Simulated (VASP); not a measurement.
# AgAs (P6_3/mmc) in VASP: a series of runs

The runs below take AgAs through single point, with PBE.

Program: VASP 6.6.1. These are calculated values, not measurements. Logs are shortened: lines on timing, memory, paths and dates and some standing lists are left out, and cuts for length are marked.

## (1) The cell of the first run

It takes space group P6_3/mmc (No. 194, hexagonal). The conventional cell has a = 4.550 Å, b = 4.550 Å, c = 5.356 Å, α = 90.00°, β = 90.00°, γ = 120.00°. Within 3.5 Å of Ag (site symmetry -6m2) lie 5 As at 2.63 to 2.68 Å. Within 3.5 Å of As (site symmetry -6m2) lie 5 Ag at 2.63 to 2.68 Å.

## (2) Single point, PBE

File INCAR:

```
  ALGO = Normal
  EDIFF = 1E-6
  ENCUT = 520
  GGA = PE
  ISIF = 2
  ISMEAR = 0
  LASPH = T
  LCHARG = F
  LREAL = F
  LWAVE = F
  NBANDS = 24
  NELM = 60
  PREC = Accurate
  SIGMA = 0.1
```

File KPOINTS:

```
k-points
0
Gamma
  6 6 4
```

File POSCAR:

```
AgAs
1.0
    4.5500136278     -0.0000000001      0.0000000000
   -2.2750068139      3.9404273893      0.0000000000
    0.0000000000      0.0000000000      5.3555150053
Ag As
2 2
Direct
    0.3333333333      0.6666666667     -0.0589470068
    0.6666666667      0.3333333333      0.4410529932
    0.3333333333      0.6666666667      0.4410470068
    0.6666666667      0.3333333333      0.9410470068
```

Potentials or basis: VASP PAW PBE potentials, release 64 (Ag, As).

Started as:

```sh
cat potpaw_PBE.64/Ag/POTCAR potpaw_PBE.64/As/POTCAR > POTCAR
mpirun -np 1 vasp_std > vasp.out
```

OUTCAR:

```text
EDIFF = 1E-6
   ENCUT = 520
   GGA = PE
   ISIF = 2
   ISMEAR = 0
   LASPH = T
   LREAL = F
   NELM = 60
   PREC = Accurate

 ion  position               nearest neighbor table
   1  0.333  0.667  0.941-   4 2.63   4 2.63   4 2.63   3 2.68   3 2.68
   2  0.667  0.333  0.441-   3 2.63   3 2.63   3 2.63   4 2.68   4 2.68
   3  0.333  0.667  0.441-   2 2.63   2 2.63   2 2.63   1 2.68   1 2.68
   4  0.667  0.333  0.941-   1 2.63   1 2.63   1 2.63   2 2.68   2 2.68

  LATTYP: Found a hexagonal cell.
 ALAT       =     4.5500136278
 C/A-ratio  =     1.1770327395

  Lattice vectors:

 A1 = (   4.5500136278,  -0.0000000001,   0.0000000000)
 A2 = (  -2.2750068139,   3.9404273893,   0.0000000000)
 A3 = (   0.0000000000,   0.0000000000,   5.3555150053)

Analysis of symmetry for initial positions (statically):
=====================================================================
 Subroutine PRICEL returns:
 Original cell was already a primitive cell.

 Routine SETGRP: Setting up the symmetry group for a
 hexagonal supercell.

 Subroutine GETGRP returns: Found 12 space group operations
 (whereof  6 operations were pure point group operations)
 out of a pool of 24 trial point group operations.

The static configuration has the point symmetry C_3v.
 The point group associated with its full space group is C_6v.

Analysis of symmetry for dynamics (positions and initial velocities):
=====================================================================
 Subroutine PRICEL returns:
 Original cell was already a primitive cell.

 Routine SETGRP: Setting up the symmetry group for a
 hexagonal supercell.

 Subroutine GETGRP returns: Found 12 space group operations
 (whereof  6 operations were pure point group operations)
 out of a pool of 24 trial point group operations.

The dynamic configuration has the point symmetry C_3v.
 The point group associated with its full space group is C_6v.

 Subroutine INISYM returns: Found 12 space group operations
 (whereof  6 operations are pure point group operations),
 and found     1 'primitive' translations

----------------------------------------------------------------------------------------

                                     Primitive cell

  volume of cell :      96.0190

  direct lattice vectors                    reciprocal lattice vectors
     4.550013628 -0.000000000  0.000000000     0.219779562  0.126889789  0.000000000
    -2.275006814  3.940427389  0.000000000     0.000000000  0.253779578  0.000000000
     0.000000000  0.000000000  5.355515005     0.000000000  0.000000000  0.186723406

  length of vectors
     4.550013628  4.550013628  5.355515005     0.253779578  0.253779578  0.186723406

  position of ions in fractional coordinates (direct lattice)
     0.333333333  0.666666667  0.941052993
     0.666666667  0.333333333  0.441052993
     0.333333333  0.666666667  0.441047007
     0.666666667  0.333333333  0.941047007

  ion indices of the primitive-cell ions
   primitive index   ion index
                 1           1
                 2           2
                 3           3
                 4           4

----------------------------------------------------------------------------------------

 KPOINTS: k-points

Automatic generation of k-mesh.
 Grid dimensions read from file:
 generate k-points for:    6    6    4

 Generating k-lattice:

  Cartesian coordinates                     Fractional coordinates (reciprocal lattice)
     0.036629927  0.021148298  0.000000000     0.166666667  0.000000000  0.000000000
     0.000000000  0.042296596  0.000000000    -0.000000000  0.166666667  0.000000000
     0.000000000  0.000000000  0.046680851     0.000000000  0.000000000  0.250000000

  Length of vectors
     0.042296596  0.042296596  0.046680851

  Shift w.r.t. Gamma in fractional coordinates (k-lattice)
     0.000000000  0.000000000  0.000000000

 Subroutine IBZKPT returns following result:
 ===========================================

 Found     21 irreducible k-points:

 Following reciprocal coordinates:
            Coordinates               Weight
  0.000000  0.000000  0.000000      1.000000
  0.166667  0.000000  0.000000      6.000000
  0.333333  0.000000  0.000000      6.000000
  0.500000  0.000000  0.000000      3.000000
  0.166667  0.166667  0.000000      6.000000
  0.333333  0.166667  0.000000     12.000000
[... 13 lines left out ...]
  0.333333  0.166667  0.500000     12.000000
  0.333333  0.333333  0.500000      2.000000
   k-points           NKPTS =     21   k-points in BZ     NKDIM =     21   number of bands    NBANDS=     24
   number of dos      NEDOS =    301   number of ions     NIONS =      4
   total plane-waves  NPLWV =  51840
   dimension x,y,z NGX =    36 NGY =   36 NGZ =   40
   dimension x,y,z NGXF=    72 NGYF=   72 NGZF=   80
   ions per type =               2   2
   NGX,Y,Z   is equivalent  to a cutoff of  13.15, 13.15, 12.42 a.u.
   NGXF,Y,Z  is equivalent  to a cutoff of  26.31, 26.31, 24.83 a.u.
 SYSTEM =  unknown system
   PREC   = accura    normal or accurate (medium, high low for compatibility)
   ISTART =      0    job   : 0-new  1-cont  2-samecut
   ICHARG =      2    charge: 1-file 2-atom 10-const
   ISPIN  =      1    spin polarized calculation?
   LNONCOLLINEAR =      F non collinear calculations
   LSORBIT =      F    spin-orbit coupling
   LASPH  =      T    aspherical Exc in radial PAW
   ENCUT  =  520.0 eV  38.22 Ry    6.18 a.u.   8.46  8.46  9.96*2*pi/ulx,y,z
   NELM   =     60;   NELMIN=  2; NELMDL= -5     # of ELM steps
   EDIFF  = 0.1E-05   stopping-criterion for ELM
   LREAL  =      F    real-space projection
   EDIFFG = 0.1E-04   stopping-criterion for IOM
   NSW    =      0    number of steps for IOM
   IBRION =     -1    ionic relax: 0-MD 1-quasi-New 2-CG
   NFREE  =      0    steps in history (QN), initial steepest desc. (CG)
   ISIF   =      2    stress and relaxation
   ISYM   =      2    0-nonsym 1-usesym 2-fastsym
   POTIM  = 0.5000    time-step for ionic-motion
   TEBEG  =    0.0;   TEEND  =   0.0 temperature during run
   PSTRESS=    0.0 pullay stress
   NELECT =      32.0000    total number of electrons
   NUPDOWN=      -1.0000    fix difference up-down
   EMIN   =  10.00;   EMAX   =-10.00  energy-range for DOS
   EFERMI =   0.00;   METHOD = LEGACY
   ISMEAR =     0;   SIGMA  =   0.10  broadening in eV -4-tet -1-fermi 0-gaus
   EFERMI_NEDOS =   21; number of points for ismear=-14 and -15
   IALGO  =     38    algorithm
   IMIX   =      4    mixing-type and parameters
     AMIX     =   0.40;   BMIX     =  1.00
     AMIX_MAG =   1.60;   BMIX_MAG =  1.00
  volume/ion in A,a.u.               =      24.00       161.99
  Fermi-wavevector in a.u.,A,eV,Ry     =   1.135026  2.144888 17.528162  1.288284
  Thomas-Fermi vector in A             =   2.271730
   LORBIT       =      0    0 simple, 1 ext, 2 COOP (PROOUT), +10 PAW based schemes
   GGA     = PE    functional components
   LHFCALC =     F    Hartree Fock is set to
   AEXX    =    0.0000 exact exchange contribution
   IVDW    =     0    specifies the selected vdW correction
   LEPSILON=     F    determine dielectric tensor
   LRPA    =     F    only Hartree local field effects (RPA)
 non-spin polarized calculation
 Gauss-broadening in eV      SIGMA  =   0.10
  energy-cutoff  :      520.00
  volume of cell :       96.02
 maximum number of plane-waves:      2618
 NGX is ok and might be reduce to    36
   NGX = 17   NGY = 17   NGZ = 19

 number of electron      31.9999999 magnetization

 Free energy of the ion-electron system (eV)
  ---------------------------------------------------
  ext. energy  EPLUGINS =         0.00000000
  ---------------------------------------------------
  free energy    TOTEN  =       -13.35782751 eV

  energy without entropy =      -13.35048009  energy(sigma->0) =      -13.35415380

 E-fermi :   4.1058     XC(G=0):  -9.6452

 val. band max:        3.9498772172   @ k =   0.3333   0.0000   0.0000
 cond. band min:       4.1206049178   @ k =   0.1667   0.1667   0.0000
 fundamental gap:      0.1707277006
 Fermi energy:         4.1058456793

 k-point     1 :       0.0000    0.0000    0.0000
  band No.  band energies     occupation
      1      -7.6010      2.00000
      2      -6.1855      2.00000
      3      -1.0823      2.00000
      4      -1.0823      2.00000
      5      -0.9736      2.00000
      6      -0.9736      2.00000
[... 16 lines left out ...]
     23      12.1319      0.00000
     24      12.1319      0.00000

 k-point     2 :       0.1667    0.0000    0.0000
  band No.  band energies     occupation
      1      -7.4675      2.00000
      2      -6.1961      2.00000
      3      -1.0354      2.00000
      4      -1.0002      2.00000
      5      -0.9855      2.00000
      6      -0.8665      2.00000
[... 16 lines left out ...]
     23      11.9901      0.00000
     24      12.5584      0.00000

 k-point     3 :       0.3333    0.0000    0.0000
  band No.  band energies     occupation
      1      -7.1363      2.00000
      2      -6.2772      2.00000
      3      -0.9305      2.00000
      4      -0.8416      2.00000
      5      -0.8138      2.00000
      6      -0.6944      2.00000
[... 16 lines left out ...]
     23      12.1425      0.00000
     24      12.5641      0.00000
[... 433 lines left out ...]
 k-point    20 :       0.3333    0.1667    0.5000
  band No.  band energies     occupation
      1      -6.3937      2.00000
      2      -6.3937      2.00000
      3      -1.5517      2.00000
      4      -1.5517      2.00000
      5      -0.9511      2.00000
      6      -0.9511      2.00000
[... 16 lines left out ...]
     23      12.0385      0.00000
     24      12.0385      0.00000

 k-point    21 :       0.3333    0.3333    0.5000
  band No.  band energies     occupation
      1      -6.3426      2.00000
      2      -6.3426      2.00000
      3      -1.5590      2.00000
      4      -1.5590      2.00000
      5      -0.8842      2.00000
      6      -0.8842      2.00000
[... 16 lines left out ...]
     23      11.9831      0.00000
     24      11.9831      0.00000

------------------------ aborting loop because EDIFF is reached ----------------------------------------

  FORCE on cell =-STRESS in cart. coord.  units (eV):
  Direction    XX          YY          ZZ          XY          YZ          ZX
  --------------------------------------------------------------------------------------
  -------------------------------------------------------------------------------------
  Total        0.0183795      0.0183795     -0.0098488     -0.0000000     -0.0000000      0.0000000
  in kB        0.3066819      0.3066819     -0.1643382     -0.0000000     -0.0000000      0.0000000
  external PRESSURE =       0.1496752 kB  Pullay stress =       0.0000000 kB

 VOLUME and BASIS-vectors are now :
 -----------------------------------------------------------------------------
  energy-cutoff  :      520.00
  volume of cell :       96.02
      direct lattice vectors                 reciprocal lattice vectors
     4.550013628 -0.000000000  0.000000000     0.219779562  0.126889789  0.000000000
    -2.275006814  3.940427389  0.000000000     0.000000000  0.253779578  0.000000000
     0.000000000  0.000000000  5.355515005     0.000000000  0.000000000  0.186723406

 POSITION                                       TOTAL-FORCE (eV/Angst)
 -----------------------------------------------------------------------------------
     -0.00000      2.62695      5.03982         0.000000     -0.000000      0.000041
      2.27501      1.31348      2.36207        -0.000000      0.000000      0.000041
     -0.00000      2.62695      2.36203        -0.000000      0.000000     -0.000041
      2.27501      1.31348      5.03979         0.000000     -0.000000     -0.000041
 -----------------------------------------------------------------------------------
    total drift:                               -0.000000      0.000000      0.000419

  FREE ENERGIE OF THE ION-ELECTRON SYSTEM (eV)
  ---------------------------------------------------
  free  energy   TOTEN  =       -13.3578275144 eV

  energy  without entropy=      -13.3504800940  energy(sigma->0) =      -13.35415380
```

Wall time 34 s (1 thread of Intel Xeon Platinum 8488C (Sapphire Rapids), shared host); peak memory 0.23 GiB.

What came out:

```
Free energy            : -13.3578 eV
Pressure               : 0.0 GPa
Band gap on the k mesh : zero (bands 16 and 17 overlap by 2.09 eV)
```

Levels at points of the mesh, in eV from the Fermi level:
```
           k point  band 14  band 15  band 16  band 17  band 18  band 19
(0.00, 0.00, 0.00)    -0.21    -0.21     0.64     1.51     1.58     1.58
(0.50, 0.00, 0.00)    -1.96    -1.90    -1.84    -0.62     0.49     2.68
(0.00, 0.00, 0.50)    -0.79     0.85     0.85     0.85     0.85     4.92
(0.50, 0.00, 0.50)    -3.18    -0.63    -0.63     1.41     1.41     5.24
```

## (3) Single point, PBE

File INCAR:

```
ALGO = Normal
EDIFF = 1E-6
ENCUT = 520
GGA = PE
ISIF = 2
ISMEAR = 0
LASPH = True
LCHARG = False
LREAL = False
LWAVE = False
NBANDS = 24
NELM = 100
PREC = Accurate
SIGMA = 0.1
```

File KPOINTS:

```
k-points
0
Gamma
  12 12 10
```

File POSCAR:

```
AgAs
1.0
    4.5500136278      0.0000000000      0.0000000000
   -2.2750068139      3.9404273893      0.0000000000
    0.0000000000      0.0000000000      5.3555150053
Ag As
2 2
Direct
    0.3333333333      0.6666666667      0.7500000000
    0.6666666667      0.3333333333      0.2500000000
    0.3333333333      0.6666666667      0.2500000000
    0.6666666667      0.3333333333      0.7500000000
```

Potentials or basis: VASP PAW PBE potentials, release 64 (Ag, As).

Started as:

```sh
cat potpaw_PBE.64/Ag/POTCAR potpaw_PBE.64/As/POTCAR > POTCAR
mpirun -np 1 vasp_std > vasp.out
```

OUTCAR:

```text
EDIFF = 1E-6
   ENCUT = 520
   GGA = PE
   ISIF = 2
   ISMEAR = 0
   LASPH = True
   LREAL = False
   NELM = 100
   PREC = Accurate

 ion  position               nearest neighbor table
   1  0.333  0.667  0.750-   4 2.63   4 2.63   4 2.63   3 2.68   3 2.68
   2  0.667  0.333  0.250-   3 2.63   3 2.63   3 2.63   4 2.68   4 2.68
   3  0.333  0.667  0.250-   2 2.63   2 2.63   2 2.63   1 2.68   1 2.68
   4  0.667  0.333  0.750-   1 2.63   1 2.63   1 2.63   2 2.68   2 2.68

  LATTYP: Found a hexagonal cell.
 ALAT       =     4.5500136278
 C/A-ratio  =     1.1770327395

  Lattice vectors:

 A1 = (   4.5500136278,   0.0000000000,   0.0000000000)
 A2 = (  -2.2750068139,   3.9404273893,   0.0000000000)
 A3 = (   0.0000000000,   0.0000000000,   5.3555150053)

Analysis of symmetry for initial positions (statically):
=====================================================================
 Subroutine PRICEL returns:
 Original cell was already a primitive cell.

 Routine SETGRP: Setting up the symmetry group for a
 hexagonal supercell.
[... 171 lines left out ...]

  energy without entropy =      -13.36691118  energy(sigma->0) =      -13.37410982

 E-fermi :   4.1490     XC(G=0):  -9.6429

 val. band max:        4.1471101194   @ k =   0.1667   0.0000   0.3000
 cond. band min:       4.1551918092   @ k =   0.3333   0.0000   0.4000
 fundamental gap:      0.0080816898
 Fermi energy:         4.1490399088

 k-point     1 :       0.0000    0.0000    0.0000
  band No.  band energies     occupation
      1      -7.5974      2.00000
      2      -6.1820      2.00000
      3      -1.0825      2.00000
      4      -1.0825      2.00000
      5      -0.9741      2.00000
      6      -0.9741      2.00000
[... 637 lines left out ...]
     23      11.9129      0.00000
     24      12.6146      0.00000

 [... further k-points ...]

------------------------ aborting loop because EDIFF is reached ----------------------------------------

  FORCE on cell =-STRESS in cart. coord.  units (eV):
  Direction    XX          YY          ZZ          XY          YZ          ZX
  --------------------------------------------------------------------------------------
  -------------------------------------------------------------------------------------
  Total        0.0052351      0.0052351     -0.0315175      0.0000000      0.0000000      0.0000000
  in kB        0.0873538      0.0873538     -0.5259028      0.0000000      0.0000000      0.0000000
  external PRESSURE =      -0.1170651 kB  Pullay stress =       0.0000000 kB

 VOLUME and BASIS-vectors are now :
 -----------------------------------------------------------------------------
  energy-cutoff  :      520.00
  volume of cell :       96.02
      direct lattice vectors                 reciprocal lattice vectors
     4.550013628  0.000000000  0.000000000     0.219779562  0.126889789  0.000000000
    -2.275006814  3.940427389  0.000000000     0.000000000  0.253779578  0.000000000
     0.000000000  0.000000000  5.355515005     0.000000000  0.000000000  0.186723406

 POSITION                                       TOTAL-FORCE (eV/Angst)
 -----------------------------------------------------------------------------------
     -0.00000      2.62695      4.01664         0.000000      0.000000      0.000000
      2.27501      1.31348      1.33888        -0.000000     -0.000000      0.000000
     -0.00000      2.62695      1.33888        -0.000000      0.000000      0.000000
      2.27501      1.31348      4.01664        -0.000000      0.000000      0.000000
 -----------------------------------------------------------------------------------
    total drift:                               -0.000000     -0.000000      0.000000

  FREE ENERGIE OF THE ION-ELECTRON SYSTEM (eV)
  ---------------------------------------------------
  free  energy   TOTEN  =       -13.3813084508 eV

  energy  without entropy=      -13.3669111840  energy(sigma->0) =      -13.37410982
```

stdout:

```text
POSCAR found type information on POSCAR AgAs
 POSCAR found :  2 types and       4 ions
 scaLAPACK will be used
 LDA part: xc-table for (Slater+PW92), standard interpolation
 POSCAR, INCAR and KPOINTS ok, starting setup
 FFT: planning ... GRIDC
 FFT: planning ... GRID_SOFT
 FFT: planning ... GRID
 WAVECAR not read
 entering main loop
```

Run time: 2.7 min. Hardware: 1 thread of Intel Xeon Platinum 8488C (Sapphire Rapids), shared host; peak memory 0.38 GiB.

Results:

```
Free energy            : -13.3813 eV
Pressure               : 0.0 GPa
Band gap on the k mesh : zero (bands 16 and 17 overlap by 2.10 eV)
```

Levels at points of the mesh, in eV from the Fermi level:
| k point | band 13 | band 14 | band 15 | band 16 | band 17 | band 18 | band 19 | band 20 |
| --- | --- | --- | --- | --- | --- | --- | --- | --- |
| (0.00, 0.00, 0.00) | -3.20 | -0.25 | -0.25 | 0.59 | 1.47 | 1.55 | 1.55 | 2.80 |
| (0.50, 0.00, 0.00) | -2.32 | -2.00 | -1.94 | -1.88 | -0.67 | 0.45 | 2.64 | 5.45 |
| (0.00, 0.00, 0.50) | -0.83 | -0.83 | 0.81 | 0.81 | 0.81 | 0.81 | 4.88 | 4.88 |
| (0.50, 0.00, 0.50) | -3.23 | -3.23 | -0.67 | -0.67 | 1.37 | 1.37 | 5.20 | 5.20 |

The gap in the log of VASP goes by the Fermi energy; the results here count the filled bands.